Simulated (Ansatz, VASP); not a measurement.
## One calculation of B3N2, two programs

```
CELL_PARAMETERS angstrom
3.70276 0.00000 0.00000
-1.85138 3.20669 0.00000
0.00000 0.00000 4.43004
ATOMIC_POSITIONS crystal
B 0.51622 0.48378 0.94818
B 0.51622 0.03243 0.94818
B 0.96757 0.48378 0.94818
N 0.33333 0.66667 0.13937
N 0.00000 0.00000 0.79200
```

Alike in both runs: functional PBE; k mesh 6 × 6 × 4; occupations gaussian, width 0.1 eV; no spin polarisation.

Ansatz relaxed the structure, and its values are those at the end. VASP's run is a single point on that final structure, the one shown.

```csv
,VASP,Ansatz
version,VASP 6.6.1,Ansatz 0.2.0
potentials or method,"VASP PAW PBE potentials, release 64 (B, N), cutoff 520 eV","scalar-relativistic, plane waves, PAW"
valence electrons in the cell,19,19
```

VASP gave:

```
gap on the k mesh at the Fermi level (eV) : none
pressure (GPa)                            : 0.3
rms of the force components (eV/Å)        : 0.029
```

Question: What did Ansatz give for the same quantities?

Answer: gap on the k mesh at the Fermi level (eV): none; pressure (GPa): 0.2; rms of the force components (eV/Å): 0.007.

A gap of «none» marks a metal or a gap that the smearing closes. With one functional, cell and mesh, what is left measures potentials, basis and numerics.
